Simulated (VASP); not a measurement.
A run of VASP 6.6.1 is set up as follows.

The input INCAR:

```
SYSTEM = NaCuH4
PREC = Accurate
ENCUT = 520
EDIFF = 1E-6
ISMEAR = 0
SIGMA = 0.1
LREAL = .FALSE.
LASPH = .TRUE.
NELM = 100
ALGO = Normal
ISIF = 2
LWAVE = .FALSE.
LCHARG = .FALSE.
GGA = PE
NBANDS = 20
```

The input KPOINTS:

```
regular mesh
0
G
  4 4 4
  0 0 0
```

The input POSCAR:

```
NaCuH4
1.0
    3.1812371158      0.0000000000      0.0000000000
    0.0000000000      3.1812371158      0.0000000000
    0.0000000000      0.0000000000      4.9838419989
Na Cu H
1 1 4
Direct
    0.0000000000      0.0000000000      0.0000000000
    0.5000000000      0.5000000000      0.5000000000
    0.5000000000      0.0000000000      0.3361888221
    0.0000000000      0.5000000000      0.6638111779
    0.5000000000      0.0000000000      0.6638111779
    0.0000000000      0.5000000000      0.3361888221
```

Potentials or basis: VASP PAW PBE potentials, release 64 (Na_pv, Cu, H).

The run is started by

```bash
$ cat potpaw_PBE.64/Na_pv/POTCAR potpaw_PBE.64/Cu/POTCAR potpaw_PBE.64/H/POTCAR > POTCAR
$ mpirun -np 1 vasp_std > vasp.out
```

(1) Estimate the band gap on the k mesh.

(2) Estimate the pressure.

(3) Predict the largest force.

## Answers

(1) zero (band 11 reaches 4.68 eV, above the bottom of band 12 at 2.58 eV).

(2) 0.2 GPa.

(3) 0.008 eV/Å.

Caveat: the k points lie up to 0.49 Å⁻¹ apart.
